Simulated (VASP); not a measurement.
Set up this calculation in VASP 6.6.1, as the native input.

| Quantity | Value |
| --- | --- |
| Task | single point |
| Functional | PBEsol |
| Potentials or basis | VASP PAW PBE potentials, release 64 (Sc_sv) |
| Cutoff | 500 eV |
| k mesh | 9 × 9 × 5 |
| Occupations | fermi-dirac, width 0.05 eV |
| Spin | no spin polarisation |
| Dipole correction | no |
| Further INCAR settings | ALGO = Normal; EDIFF = 1e-06; NBANDS = 18 |

The structure of Sc lies in POSCAR:

```
Sc
1.0
    3.3090000000      0.0000000000      0.0000000000
   -1.6545000000      2.8656780611      0.0000000000
    0.0000000000      0.0000000000      5.4842320000
Sc
2
Direct
    0.6666666667      0.3333333333      0.7500000000
    0.3333333333      0.6666666667      0.2500000000
```

One way to write it, as run:

INCAR

```
SYSTEM = Sc
PREC     = Accurate       ! precision mode
ENCUT    = 500            ! plane-wave cutoff, eV
EDIFF    = 1E-6           ! SCF threshold, eV
ISMEAR   = -1             ! smearing method
SIGMA    = 0.05           ! smearing width, eV
LREAL    = .False.        ! projectors in reciprocal space
LASPH    = .True.         ! aspherical terms in the spheres
NELM     = 120            ! most SCF steps
ALGO     = Normal         ! electronic algorithm
ISIF     = 2              ! what is computed and relaxed
LWAVE    = .False.        ! write WAVECAR
LCHARG   = .False.        ! write CHGCAR
GGA      = PS             ! functional
NBANDS   = 18             ! bands
GGA_COMPAT= .False.
```

KPOINTS

```
Automatic mesh
0
Gamma
  9 9 5
  0 0 0
```

Potentials or basis: VASP PAW PBE potentials, release 64 (Sc_sv).

Run with:

```bash
$ cat potpaw_PBE.64/Sc_sv/POTCAR > POTCAR
$ mpirun -np 1 vasp_std > vasp.out
```

It gave:

```yaml
Pressure: -4.5 GPa
Band_gap_on_the_k_mesh: zero (bands 11 and 12 overlap by 0.87 eV)
```

Caveat: the cell stands under tension; the PAW data sets were made with another functional, which shifts forces and pressure a little.

Run time: 27 s on 1 thread of Intel Xeon 8259CL, with other jobs on the host, peak memory 0.17 GiB.
